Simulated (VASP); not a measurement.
# PbS (Galena) (Fm-3m) in VASP: a series of runs, part 2 of 2

VASP 6.6.1.

### Step 4. Relaxation of cell and atoms, PBE+D3(BJ)

This run uses another cell than the first one, of 26.09 Å³/atom, 1.002 times its volume.

INCAR

```
  ALGO = Normal
  EDIFF = 1E-7
  EDIFFG = -0.03
  ENCUT = 500
  GGA = PE
  GGA_COMPAT = False
  IBRION = 2
  ISIF = 3
  ISMEAR = -1
  IVDW = 12
  LASPH = True
  LCHARG = False
  LREAL = False
  LWAVE = False
  NELM = 120
  NELMIN = 4
  NSW = 50
  PREC = Accurate
  SIGMA = 0.01
```

KPOINTS

```
k-points
0
Gamma
  5 5 5
```

POSCAR

```
PbS
1.0
    0.0000000000      2.9657500000      2.9657500000
    2.9657500000      0.0000000000      2.9657500000
    2.9657500000      2.9657500000      0.0000000000
Pb S
1 1
Direct
    0.0000000000      0.0000000000      0.0000000000
    0.5000000000      0.5000000000      0.5000000000
```

Potentials or basis: VASP PAW PBE potentials, release 64 (Pb_d, S).

On the command line:

```sh
cat potpaw_PBE.64/Pb_d/POTCAR potpaw_PBE.64/S/POTCAR > POTCAR
mpirun -np 1 vasp_std > vasp.out
```

OUTCAR:

```text
EDIFF = 1E-7
   EDIFFG = -0.03
   ENCUT = 500
   GGA = PE
   IBRION = 2
   ISIF = 3
   ISMEAR = -1
   IVDW = 12
   LASPH = True
   LREAL = False
   NELM = 120
   NELMIN = 4
   NSW = 50
   PREC = Accurate
 IVDW          = 12

 ion  position               nearest neighbor table
   1  0.000  0.000  0.000-   2 2.97   2 2.97   2 2.97   2 2.97   2 2.97   2 2.97
   2  0.500  0.500  0.500-   1 2.97   1 2.97   1 2.97   1 2.97   1 2.97   1 2.97

  LATTYP: Found a face centered cubic cell.
 ALAT       =     5.9315000000

  Lattice vectors:

 A1 = (   0.0000000000,   2.9657500000,   2.9657500000)
[... 392 lines left out ...]

 E8    (eV) :    -0.3140

  FORCE on cell =-STRESS in cart. coord.  units (eV):
  Direction    XX          YY          ZZ          XY          YZ          ZX
  --------------------------------------------------------------------------------------
  -------------------------------------------------------------------------------------
  Total       0.02106     0.02106     0.02106     0.00000     0.00000    -0.00000
  in kB       0.64955     0.64955     0.64955     0.00000     0.00000    -0.00000
  external pressure =        0.65 kB  Pullay stress =        0.00 kB

 VOLUME and BASIS-vectors are now :
 -----------------------------------------------------------------------------
  energy-cutoff  :      500.00
  volume of cell :       51.94
      direct lattice vectors                 reciprocal lattice vectors
     0.000000000  2.961343881  2.961343881    -0.168842262  0.168842262  0.168842262
     2.961343881 -0.000000000  2.961343881     0.168842262 -0.168842262  0.168842262
     2.961343881  2.961343881  0.000000000     0.168842262  0.168842262 -0.168842262

 POSITION                                       TOTAL-FORCE (eV/Angst)
 -----------------------------------------------------------------------------------
      0.00000      2.96134      2.96134         0.000000      0.000000      0.000000
      2.96134      2.96134      2.96134        -0.000000     -0.000000     -0.000000
 -----------------------------------------------------------------------------------
    total drift:                               -0.000000     -0.000000     -0.000000

  FREE ENERGIE OF THE ION-ELECTRON SYSTEM (eV)
  ---------------------------------------------------
  free  energy   TOTEN  =        -9.4630343307 eV

  energy  without entropy=       -9.4630343307  energy(sigma->0) =       -9.46303433

 reached required accuracy - stopping structural energy minimisation
```

OSZICAR:

```text
N       E                     dE             d eps       ncg     rms          rms(c)
DAV:   1     0.155833576426E+03    0.15583E+03   -0.98765E+03   280   0.146E+03
DAV:   2     0.369380082059E+01   -0.15214E+03   -0.14880E+03   298   0.354E+02
DAV:   3    -0.892364205179E+01   -0.12617E+02   -0.12488E+02   376   0.105E+02
[... 16 lines left out ...]
DAV:   5    -0.876550455936E+01   -0.43274E-05   -0.64546E-06   348   0.325E-02    0.638E-03
DAV:   6    -0.876550575898E+01   -0.11996E-05   -0.86918E-07   334   0.127E-02    0.106E-03
DAV:   7    -0.876550532053E+01    0.43844E-06   -0.84727E-08   194   0.433E-03    0.418E-04
DAV:   8    -0.876550512504E+01    0.19549E-06   -0.14352E-08   140   0.186E-03    0.146E-04
DAV:   9    -0.876550513370E+01   -0.86629E-08   -0.27929E-09   140   0.664E-04
   2 F= -.94630343E+01 E0= -.94630343E+01  d E =-.937226E-04
```

Wall time 24 s (1 thread of AMD EPYC 7R13, shared host); peak memory 0.16 GiB.

Results:

```
Free energy                            : -9.4630 eV
Relaxed volume                         : 25.97 Å³/atom
Relaxed cell                           : a = 4.188 Å, b = 4.188 Å, c = 4.188 Å, α = 60.00°, β = 60.00°, γ = 60.00°
Space group after relaxing (to 0.05 Å) : Fm-3m (No. 225)
Energy gained by relaxing              : 0.0 meV/atom
Ionic steps                            : 2
Pressure after relaxing                : 0.1 GPa
Dispersion energy per atom             : -0.349 eV
```

Final structure:
```cif
data_structure
_symmetry_space_group_name_H-M 'P 1'
_symmetry_Int_Tables_number 1
_cell_length_a 4.1880
_cell_length_b 4.1880
_cell_length_c 4.1880
_cell_angle_alpha 60.000
_cell_angle_beta 60.000
_cell_angle_gamma 60.000
_cell_volume 51.94
loop_
_atom_site_label
_atom_site_type_symbol
_atom_site_fract_x
_atom_site_fract_y
_atom_site_fract_z
_atom_site_occupancy
Pb1 Pb 0.00000 0.00000 0.00000 1
S1 S 0.50000 0.50000 0.50000 1
```

Levels at points of the mesh, in eV from the Fermi level:
| k point | band 6 | band 7 | band 8 | band 9 | band 10 | band 11 | band 12 | band 13 | band 14 |
| --- | --- | --- | --- | --- | --- | --- | --- | --- | --- |
| (0.00, 0.00, 0.00) | -13.46 | -5.85 | -2.01 | -2.01 | -2.01 | 5.41 | 5.41 | 5.41 | 6.90 |

Caveat: this odd mesh misses L, where the gap lies, so gap, dielectric constants and Born charges aren't listed; spin-orbit coupling is left out, which moves the levels of the heavy elements.

### Step 5. Relaxation of cell and atoms, revPBE+D3(BJ)

This run uses another cell than the first one, of 26.09 Å³/atom, 1.002 times its volume.

INCAR

```
SYSTEM = PbS
  PREC = Accurate
  ENCUT = 500
  EDIFF = 1E-7
  ISMEAR = -1
  SIGMA = 0.01
  LREAL = .False.
  LASPH = .True.
  NELM = 120
  ALGO = Normal
  ISIF = 3
  LWAVE = .False.
  LCHARG = .False.
  GGA = RE
  IVDW = 12
  IBRION = 2
  NSW = 50
  EDIFFG = -0.03
  GGA_COMPAT = .False.
  NELMIN = 4
```

KPOINTS

```
Automatic mesh
0
Gamma
  5 5 5
  0 0 0
```

POSCAR is that of step 4.

On the command line:

```sh
cat potpaw_PBE.64/Pb_d/POTCAR potpaw_PBE.64/S/POTCAR > POTCAR
mpirun -np 1 vasp_std > vasp.out
```

It took 33 s on 1 thread of AMD EPYC 7R13, shared host; peak memory 0.16 GiB.

Results (log left out):

```
Free energy                            : -9.4552 eV
Relaxed volume                         : 25.77 Å³/atom
Relaxed cell                           : a = 4.177 Å, b = 4.177 Å, c = 4.177 Å, α = 60.00°, β = 60.00°, γ = 60.00°
Space group after relaxing (to 0.05 Å) : Fm-3m (No. 225)
Energy gained by relaxing              : 0.7 meV/atom
Ionic steps                            : 3
Pressure after relaxing                : 0.0 GPa
Dispersion energy per atom             : -0.656 eV
```

The path:
| step | energy change (eV) | largest force (eV/Å) | pressure (GPa) | volume (Å³) |
| --- | --- | --- | --- | --- |
| 1 | 0.0000 | 0.0000 | -0.66 | 52.17 |
| 2 | -0.0012 | 0.0000 | 0.20 | 51.36 |
| 3 | -0.0013 | 0.0000 | 0.00 | 51.55 |

Final structure:
```xyz
2
Lattice="0.0000 2.9539 2.9539 2.9539 0.0000 2.9539 2.9539 2.9539 0.0000" Properties=species:S:1:pos:R:3 pbc="T T T"
Pb    0.0000    0.0000    0.0000
S     2.9539    2.9539    2.9539
```

Levels at points of the mesh, in eV from the Fermi level:
| k point | band 6 | band 7 | band 8 | band 9 | band 10 | band 11 | band 12 | band 13 | band 14 |
| --- | --- | --- | --- | --- | --- | --- | --- | --- | --- |
| (0.00, 0.00, 0.00) | -13.53 | -5.82 | -2.07 | -2.07 | -2.07 | 5.46 | 5.46 | 5.46 | 6.90 |

Caveat: this odd mesh misses L, where the gap lies, so gap, dielectric constants and Born charges aren't listed; the PAW data sets were made with another functional, which shifts forces and pressure a little; spin-orbit coupling is left out, which moves the levels of the heavy elements.

### Step 6. Summary

| task | level | cell | pressure (GPa) | relaxed volume (Å³/atom) |
| --- | --- | --- | --- | --- |
| single point | PBE+D3(BJ) | a = 4.191 Å, angles 60.0°, 2 atoms | -0.1 | - |
| single point | revPBE+D3(BJ) | a = 4.180 Å, angles 60.0°, 2 atoms | -0.1 | - |
| relaxation of cell and atoms | PBE+D3(BJ) | relaxed from a = 4.194 Å, angles 60.0°, 2 atoms | 0.1 | 25.97 |
| relaxation of cell and atoms | revPBE+D3(BJ) | relaxed from a = 4.194 Å, angles 60.0°, 2 atoms | 0.0 | 25.77 |

Alike in all rows: potentials or basis VASP PAW PBE potentials, release 64 (Pb_d, S); no spin polarisation; k mesh 5 × 5 × 5; cutoff (eV) 500; smearing fermi-dirac 0.01 eV.

Caveats: spin-orbit coupling is left out, which moves the levels of the heavy elements; the PAW data sets were made with another functional, which shifts forces and pressure a little (some runs).

Total energies depend on the potentials used, so only differences within one code and one set of settings carry meaning.
